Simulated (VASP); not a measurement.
Write the native input for VASP 6.6.1 that does the following.

```yaml
Task: single point
Functional: PBE
Potentials_or_basis: VASP PAW PBE potentials, release 64 (Tl_d)
Cutoff: 520 eV
k_mesh: 13 × 13 × 13
Occupations: fermi-dirac, width 0.0612256 eV
Spin: no spin polarisation
Dipole_correction: no
Further_INCAR_settings: ALGO = Normal; EDIFF = 1e-07; NBANDS = 12
```

The structure of Tl lies in POSCAR:

```
Tl
1.0
   -1.9481780484      1.9481780484      1.9481780484
    1.9481780484     -1.9481780484      1.9481780484
    1.9481780484      1.9481780484     -1.9481780484
Tl
1
Direct
    0.0000000000      0.0000000000      0.0000000000
```

This isn't the form of Tl at room conditions, which is hcp.

One way to write it, as run:

INCAR

```
SYSTEM = Tl
ALGO = Normal ; EDIFF = 1E-7
ENCUT = 520 ; GGA = PE
ISIF = 2 ; ISMEAR = -1
LASPH = .True. ; LCHARG = .False.
LREAL = .False. ; LWAVE = .False.
NBANDS = 12 ; NELM = 80
PREC = Accurate ; SIGMA = 0.06122561905347299
```

KPOINTS

```
k-points
0
Gamma
  13 13 13
  0 0 0
```

Potentials or basis: VASP PAW PBE potentials, release 64 (Tl_d).

Command:

```bash
$ cat potpaw_PBE.64/Tl_d/POTCAR > POTCAR
$ mpirun -np 1 vasp_std > vasp.out
```

It gave:

| Property | Result |
| --- | --- |
| Pressure | 1.8 GPa |
| Band gap on the k mesh | zero (an odd number of electrons rules out a gap without spin polarisation) |

Caveat: spin-orbit coupling is left out, which moves the levels of the heavy elements.

Wall time 23 s on 1 thread of AMD EPYC 7R13 Processor (Zen 3), on a shared host, peak memory 0.14 GiB.
